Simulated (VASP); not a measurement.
## Gd: relaxation of cell and atoms with revPBE+D4

The system is Gd.

```
Gd
1.0
     3.63600    0.00000    0.00000
    -1.81800    3.14887    0.00000
     0.00000    0.00000    5.78260
Gd
2
Cartesian
  1.8180 1.0496 4.3369
  0.0000 2.0992 1.4457
```

| Item | Value |
| --- | --- |
| Program | VASP 6.6.1 |
| Task | relaxation of cell and atoms |
| Functional | revPBE |
| Dispersion | D4 |
| Potentials or basis | VASP PAW PBE potentials, release 64 (Gd) |
| Cutoff | 600 eV |
| k mesh | 8 × 8 × 5 |
| Occupations | fermi-dirac, width 0.05 eV |
| Spin | collinear spin, ferromagnetic start |
| Starting moments | [7.0, 7.0] μB |
| Dipole correction | no |
| Further INCAR settings | ALGO = Normal; EDIFF = 1e-07; IBRION = 2; EDIFFG = -0.02; NSW = 80; ISIF = 3 |

| Item | Value |
| --- | --- |
| Relaxed volume | 33.11 Å³/atom |
| Relaxed cell | a = 3.627 Å, b = 3.627 Å, c = 5.812 Å, α = 90.00°, β = 90.00°, γ = 120.00° |
| Space group after relaxing (to 0.1 Å) | P6_3/mmc (No. 194) |
| Energy gained by relaxing | 0.2 meV/atom |
| Ionic steps | 3 |
| Pressure after relaxing | 0.0 GPa |
| Net moment | 15.29 μB per cell |
| Site moments | Gd +6.99 μB |
| Valence electrons inside the program's atomic spheres | Gd 15.20 |
| Dispersion energy per atom | -0.374 eV |

The path:
```
step  energy change (eV)  largest force (eV/Å)  pressure (GPa)  volume (Å³)
   1              0.0000                0.0000            0.01        66.21
   2             -0.0003                0.0000            0.00        66.22
   3             -0.0003                0.0000            0.00        66.23
```

Final structure:
```
Gd
1.0
     3.62744    0.00000    0.00000
    -1.81372    3.14145    0.00000
     0.00000    0.00000    5.81183
Gd
2
Direct
  0.66667 0.33333 0.75000
  0.33333 0.66667 0.25000
```

Levels at points of the mesh, in eV from the Fermi level:
Spin up:
| k point | band 24 | band 25 | band 26 | band 27 | band 28 | band 29 |
| --- | --- | --- | --- | --- | --- | --- |
| (0.00, 0.00, 0.00) | -2.53 | 0.94 | 1.34 | 1.34 | 1.43 | 1.94 |
| (0.50, 0.00, 0.00) | -1.76 | -1.32 | -0.13 | 1.03 | 1.10 | 1.74 |
Spin down:
```tsv
k point	band 6	band 7	band 8	band 9	band 10	band 11	band 12	band 13	band 14	band 15
(0.00, 0.00, 0.00)	-19.99	-19.99	-19.99	-4.15	-1.41	0.35	0.39	0.43	0.50	0.50
(0.50, 0.00, 0.00)	-20.29	-20.20	-20.09	-1.02	-0.90	-0.60	0.39	0.45	0.51	0.51
```

It took 40 min on 1 thread of Intel Xeon 8259CL (shared host), peak memory 0.32 GiB.

Caveat: the PAW data sets were made with another functional, which shifts forces and pressure a little; spin-orbit coupling is left out, which moves the levels of the heavy elements; semilocal functionals describe open f shells poorly, which spoils levels, moments and volumes. The state reached can hang on the start; a lower one may exist.
